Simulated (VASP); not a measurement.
# Ru (Fm-3m) in VASP: a series of runs

Runs on Ru. Level: HSE06. Tasks: single point.

Program: VASP 6.6.1. These are calculated values, not measurements. Logs are shortened: lines on timing, memory, paths and dates and some standing lists are left out, and cuts for length are marked.

**1. The cell of the first run**

The structure is cubic, space group Fm-3m (No. 225). Conventional cell: a = 3.860 Å, b = 3.860 Å, c = 3.860 Å, α = 90.00°, β = 90.00°, γ = 90.00°. Within 3.6 Å of Ru (site symmetry m-3m) lie 12 Ru at 2.73 Å.

This isn't the form of Ru at room conditions, which is hcp.

**2. Single point, HSE06**

Input file POSCAR:

```
Ru
1.0
    0.0000000000      1.9300686643      1.9300686643
    1.9300686643      0.0000000000      1.9300686643
    1.9300686643      1.9300686643      0.0000000000
Ru
1
Direct
    0.0000000000      0.0000000000      0.0000000000
```

Input file INCAR.step1:

```
ALGO = Normal ; EDIFF = 1E-5
ENCUT = 520 ; GGA = PE
ISIF = 2 ; ISMEAR = -1
LASPH = True ; LCHARG = False
LREAL = False ; LWAVE = True
NBANDS = 13 ; NELM = 60
PREC = Accurate ; SIGMA = 0.1
```

Input file INCAR.step2:

```
ALGO = Normal ; EDIFF = 1E-6
ENCUT = 520 ; GGA = PE
HFSCREEN = 0.2079 ; ISIF = 2
ISMEAR = -1 ; ISTART = 1
LASPH = True ; LCHARG = False
LHFCALC = True ; LREAL = False
LWAVE = False ; NBANDS = 13
NELM = 60 ; PREC = Accurate
PRECFOCK = Normal ; SIGMA = 0.1
```

Input file KPOINTS:

```
k-points
0
Gamma
  6 6 6
```

Potentials or basis: VASP PAW PBE potentials, release 64 (Ru_pv).

Command:

```
> cat potpaw_PBE.64/Ru_pv/POTCAR > POTCAR
> cp INCAR.step1 INCAR
> mpirun -np 1 vasp_std > vasp.out
> cp INCAR.step2 INCAR
> mpirun -np 1 vasp_std > vasp.out
```

OUTCAR:

```text
EDIFF = 1E-6
   ENCUT = 520
   GGA = PE
   HFSCREEN = 0.2079
   ISIF = 2
   ISMEAR = -1
   ISTART = 1
   LASPH = True
   LHFCALC = True
   LREAL = False
   NELM = 60
   PREC = Accurate
   PRECFOCK = Normal

 ion  position               nearest neighbor table
   1  0.000  0.000  0.000-

  LATTYP: Found a face centered cubic cell.
 ALAT       =     3.8601373286

  Lattice vectors:

 A1 = (   0.0000000000,   1.9300686643,   1.9300686643)
 A2 = (   1.9300686643,   0.0000000000,   1.9300686643)
 A3 = (   1.9300686643,   1.9300686643,   0.0000000000)

Analysis of symmetry for initial positions (statically):
=====================================================================
 Subroutine PRICEL returns:
 Original cell was already a primitive cell.

 Routine SETGRP: Setting up the symmetry group for a
 face centered cubic supercell.

 Subroutine GETGRP returns: Found 48 space group operations
 (whereof 48 operations were pure point group operations)
 out of a pool of 48 trial point group operations.

The static configuration has the point symmetry O_h .

Analysis of symmetry for dynamics (positions and initial velocities):
=====================================================================
 Subroutine PRICEL returns:
 Original cell was already a primitive cell.

 Routine SETGRP: Setting up the symmetry group for a
 face centered cubic supercell.

 Subroutine GETGRP returns: Found 48 space group operations
 (whereof 48 operations were pure point group operations)
 out of a pool of 48 trial point group operations.

The dynamic configuration has the point symmetry O_h .

 Subroutine INISYM returns: Found 48 space group operations
 (whereof 48 operations are pure point group operations),
 and found     1 'primitive' translations

----------------------------------------------------------------------------------------

                                     Primitive cell

  volume of cell :      14.3796

  direct lattice vectors                    reciprocal lattice vectors
     0.000000000  1.930068664  1.930068664    -0.259058141  0.259058141  0.259058141
     1.930068664  0.000000000  1.930068664     0.259058141 -0.259058141  0.259058141
     1.930068664  1.930068664  0.000000000     0.259058141  0.259058141 -0.259058141

  length of vectors
     2.729529281  2.729529281  2.729529281     0.448701862  0.448701862  0.448701862

  position of ions in fractional coordinates (direct lattice)
     0.000000000  0.000000000  0.000000000

  ion indices of the primitive-cell ions
   primitive index   ion index
                 1           1

----------------------------------------------------------------------------------------

 KPOINTS: k-points

Automatic generation of k-mesh.
 Grid dimensions read from file:
 generate k-points for:    6    6    6

 Generating k-lattice:

  Cartesian coordinates                     Fractional coordinates (reciprocal lattice)
    -0.043176357  0.043176357  0.043176357     0.166666667  0.000000000  0.000000000
     0.043176357 -0.043176357  0.043176357     0.000000000  0.166666667  0.000000000
     0.043176357  0.043176357 -0.043176357     0.000000000  0.000000000  0.166666667

  Length of vectors
     0.074783644  0.074783644  0.074783644

  Shift w.r.t. Gamma in fractional coordinates (k-lattice)
     0.000000000  0.000000000  0.000000000

 Subroutine IBZKPT returns following result:
 ===========================================

 Found     16 irreducible k-points:

 Following reciprocal coordinates:
            Coordinates               Weight
  0.000000  0.000000  0.000000      1.000000
  0.166667  0.000000  0.000000      8.000000
  0.333333  0.000000  0.000000      8.000000
  0.500000  0.000000  0.000000      4.000000
  0.166667  0.166667  0.000000      6.000000
  0.333333  0.166667  0.000000     24.000000
[... 8 lines left out ...]
 -0.333333  0.333333  0.166667     24.000000
 -0.333333  0.500000  0.166667     12.000000
   k-points           NKPTS =     16   k-points in BZ     NKDIM =    216   number of bands    NBANDS=     13
   number of dos      NEDOS =    301   number of ions     NIONS =      1
   total plane-waves  NPLWV =   8000
   dimension x,y,z NGX =    20 NGY =   20 NGZ =   20
   dimension x,y,z NGXF=    40 NGYF=   40 NGZF=   40
   ions per type =               1
   NGX,Y,Z   is equivalent  to a cutoff of  12.18, 12.18, 12.18 a.u.
   NGXF,Y,Z  is equivalent  to a cutoff of  24.36, 24.36, 24.36 a.u.
 SYSTEM =  unknown system
   PREC   = accura    normal or accurate (medium, high low for compatibility)
   ISTART =      1    job   : 0-new  1-cont  2-samecut
   ICHARG =      0    charge: 1-file 2-atom 10-const
   ISPIN  =      1    spin polarized calculation?
   LNONCOLLINEAR =      F non collinear calculations
   LSORBIT =      F    spin-orbit coupling
   LASPH  =      T    aspherical Exc in radial PAW
   ENCUT  =  520.0 eV  38.22 Ry    6.18 a.u.   5.08  5.08  5.08*2*pi/ulx,y,z
   NELM   =     60;   NELMIN=  2; NELMDL=  0     # of ELM steps
   EDIFF  = 0.1E-05   stopping-criterion for ELM
   LREAL  =      F    real-space projection
   EDIFFG = 0.1E-04   stopping-criterion for IOM
   NSW    =      0    number of steps for IOM
   IBRION =     -1    ionic relax: 0-MD 1-quasi-New 2-CG
   NFREE  =      0    steps in history (QN), initial steepest desc. (CG)
   ISIF   =      2    stress and relaxation
   ISYM   =      3    0-nonsym 1-usesym 2-fastsym
   POTIM  = 0.5000    time-step for ionic-motion
   TEBEG  =    0.0;   TEEND  =   0.0 temperature during run
   PSTRESS=    0.0 pullay stress
   NELECT =      14.0000    total number of electrons
   NUPDOWN=      -1.0000    fix difference up-down
   EMIN   =  10.00;   EMAX   =-10.00  energy-range for DOS
   EFERMI =   0.00;   METHOD = LEGACY
   ISMEAR =    -1;   SIGMA  =   0.10  broadening in eV -4-tet -1-fermi 0-gaus
   EFERMI_NEDOS =   21; number of points for ismear=-14 and -15
   IALGO  =     38    algorithm
   IMIX   =      1    mixing-type and parameters
     AMIX     =   0.40;   BMIX     =  1.00
     AMIX_MAG =   1.60;   BMIX_MAG =  1.00
  volume/ion in A,a.u.               =      14.38        97.04
  Fermi-wavevector in a.u.,A,eV,Ry     =   1.622562  3.066198 35.820179  2.632709
  Thomas-Fermi vector in A             =   2.716155
   LORBIT       =      0    0 simple, 1 ext, 2 COOP (PROOUT), +10 PAW based schemes
   GGA     = PE    functional components
   LHFCALC =     T    Hartree Fock is set to
   PRECFOCK=normal    Normal, Fast or Accurate (Low or Medium for compatibility)
   ENCUT4O =  -1.0   cutoff for four orbital integrals eV
   NKREDX  =     1    reduce k-point grid by
   NKREDY  =     1    reduce k-point grid by
   NKREDZ  =     1    reduce k-point grid by
   AEXX    =    0.2500 exact exchange contribution
   HFSCREEN=    0.2079 screening length (either q_TF or 0.3 A-1)
   HFSCREENC=   0.2079 screening length for correlation (either q_TF or 0.3 A-1)
   ENCUTFOCK=  -1.0 apply spherical cutoff to Coloumb kernel
   IVDW    =     0    specifies the selected vdW correction
   LEPSILON=     F    determine dielectric tensor
   LRPA    =     F    only Hartree local field effects (RPA)
 non-spin polarized calculation
  energy-cutoff  :      520.00
  volume of cell :       14.38
 maximum number of plane-waves:       397
  NGX = 16; NGY = 16; NGZ = 16

 number of electron      13.9999993 magnetization

 Free energy of the ion-electron system (eV)
  ---------------------------------------------------
  ext. energy  EPLUGINS =         0.00000000
  ---------------------------------------------------
  free energy    TOTEN  =       -10.58115866 eV

  energy without entropy =      -10.55561875  energy(sigma->0) =      -10.56838870

 E-fermi :  11.4847     XC(G=0): -11.2008

 val. band max:       11.4110296668   @ k =   0.3333   0.3333   0.0000
 cond. band min:      11.6436351363   @ k =   0.5000   0.3333   0.0000
 fundamental gap:      0.2326054695
 Fermi energy:        11.4847053793

 k-point     1 :       0.0000    0.0000    0.0000
  band No.  band energies     occupation
      1     -33.9825      2.00000
      2     -33.9825      2.00000
      3     -33.9825      2.00000
      4       2.9448      2.00000
      5       8.6083      2.00000
      6       8.6083      2.00000
      7       8.6083      2.00000
      8      10.8419      1.99677
      9      10.8419      1.99677
     10      25.8951      0.00000
     11      27.5502      0.00000
     12      33.2762      0.00000
     13      33.2762      0.00000

 k-point     2 :       0.1667    0.0000    0.0000
  band No.  band energies     occupation
      1     -34.2529      2.00000
      2     -34.0196      2.00000
      3     -34.0196      2.00000
      4       4.0772      2.00000
      5       8.2004      2.00000
      6       8.9942      2.00000
      7       8.9942      2.00000
      8      10.8161      1.99751
      9      10.8161      1.99751
     10      25.8950      0.00000
     11      29.1137      0.00000
     12      29.7333      0.00000
     13      35.0310      0.00000

 k-point     3 :       0.3333    0.0000    0.0000
  band No.  band energies     occupation
      1     -34.7738      2.00000
      2     -34.0913      2.00000
      3     -34.0913      2.00000
      4       5.1183      2.00000
      5       8.6482      2.00000
      6       8.6482      2.00000
      7       9.7219      2.00000
      8      12.2458      0.00099
      9      12.2458      0.00099
     10      25.2847      0.00000
     11      25.9009      0.00000
     12      28.6771      0.00000
     13      36.0597      0.00000

 k-point     4 :       0.5000    0.0000    0.0000
  band No.  band energies     occupation
      1     -35.0244      2.00000
      2     -34.1256      2.00000
      3     -34.1256      2.00000
      4       4.9085      2.00000
      5       8.2920      2.00000
      6       8.2920      2.00000
      7      12.4853      0.00009
      8      13.3694      0.00000
      9      13.3694      0.00000
     10      21.9689      0.00000
     11      25.8975      0.00000
     12      27.1504      0.00000
     13      33.4750      0.00000

 k-point     5 :       0.1667    0.1667    0.0000
  band No.  band energies     occupation
      1     -34.2462      2.00000
      2     -34.0796      2.00000
      3     -34.0796      2.00000
      4       4.4543      2.00000
      5       7.5444      2.00000
      6       9.6070      2.00000
      7       9.6070      2.00000
      8       9.8381      2.00000
      9      11.3739      1.50341
     10      25.8951      0.00000
     11      29.9205      0.00000
     12      31.2319      0.00000
     13      33.2745      0.00000
[... 129 lines left out ...]
 k-point    14 :       0.5000    0.3333    0.1667
  band No.  band energies     occupation
      1     -34.7621      2.00000
      2     -34.4085      2.00000
      3     -34.2178      2.00000
      4       6.4807      2.00000
      5       6.7499      2.00000
      6       8.1488      2.00000
      7      11.0785      1.96614
      8      12.1550      0.00245
      9      16.1311      0.00000
     10      25.8790      0.00000
     11      26.1170      0.00000
     12      27.0955      0.00000
     13      29.6809      0.00000

 k-point    15 :      -0.3333    0.3333    0.1667
  band No.  band energies     occupation
      1     -34.7912      2.00000
      2     -34.5344      2.00000
      3     -34.2750      2.00000
      4       6.5244      2.00000
      5       6.9189      2.00000
      6       8.3065      2.00000
      7      10.4032      1.99996
      8      13.2564      0.00000
      9      19.9633      0.00000
     10      21.5423      0.00000
     11      25.8954      0.00000
     12      27.4006      0.00000
     13      27.7950      0.00000

 k-point    16 :      -0.3333    0.5000    0.1667
  band No.  band energies     occupation
      1     -34.8168      2.00000
      2     -34.5151      2.00000
      3     -34.3704      2.00000
      4       5.5371      2.00000
      5       6.2737      2.00000
      6       9.6008      2.00000
      7      11.3450      1.60341
      8      14.0016      0.00000
      9      20.0547      0.00000
     10      24.2355      0.00000
     11      24.2836      0.00000
     12      25.8119      0.00000
     13      25.9058      0.00000

------------------------ aborting loop because EDIFF is reached ----------------------------------------

  FORCE on cell =-STRESS in cart. coord.  units (eV):
  Direction    XX          YY          ZZ          XY          YZ          ZX
  --------------------------------------------------------------------------------------
  -------------------------------------------------------------------------------------
  Total       -1.9148466     -1.9148466     -1.9148466      0.0000000      0.0000000      0.0000000
  in kB     -213.3517951   -213.3517951   -213.3517951      0.0000000      0.0000000      0.0000000
  external PRESSURE =    -213.3517951 kB  Pullay stress =       0.0000000 kB

 VOLUME and BASIS-vectors are now :
 -----------------------------------------------------------------------------
  energy-cutoff  :      520.00
  volume of cell :       14.38
      direct lattice vectors                 reciprocal lattice vectors
     0.000000000  1.930068664  1.930068664    -0.259058141  0.259058141  0.259058141
     1.930068664  0.000000000  1.930068664     0.259058141 -0.259058141  0.259058141
     1.930068664  1.930068664  0.000000000     0.259058141  0.259058141 -0.259058141

 POSITION                                       TOTAL-FORCE (eV/Angst)
 -----------------------------------------------------------------------------------
      0.00000      0.00000      0.00000         0.000000      0.000000      0.000000
 -----------------------------------------------------------------------------------
    total drift:                                0.000011      0.000015      0.000014

  FREE ENERGIE OF THE ION-ELECTRON SYSTEM (eV)
  ---------------------------------------------------
  free  energy   TOTEN  =       -10.5811586588 eV

  energy  without entropy=      -10.5556187475  energy(sigma->0) =      -10.56838870
```

Wall time 12 min (1 thread of Intel Xeon Platinum 8488C (Sapphire Rapids), shared host); peak memory 0.23 GiB.

What came out:

* Free energy: -10.5812 eV
* Pressure: -21.3 GPa
* Band gap on the k mesh: zero (bands 7 and 8 overlap by 4.14 eV)

Levels at points of the mesh, in eV from the Fermi level:
```tsv
k point	band 3	band 4	band 5	band 6	band 7	band 8	band 9	band 10	band 11	band 12
(0.00, 0.00, 0.00)	-45.47	-8.54	-2.88	-2.88	-2.88	-0.64	-0.64	14.41	16.07	21.79
(0.50, 0.00, 0.00)	-45.61	-6.58	-3.19	-3.19	1.00	1.88	1.88	10.48	14.41	15.67
(0.50, 0.50, 0.00)	-45.85	-6.98	-6.38	1.53	2.49	2.49	3.71	14.05	14.11	14.11
```

Caveat: the k points lie up to 0.47 Å⁻¹ apart, too coarse for converged energies and pressures of a metal; the PAW data sets were made with another functional, which shifts forces and pressure a little.

(Continued in part 2 of 2.)
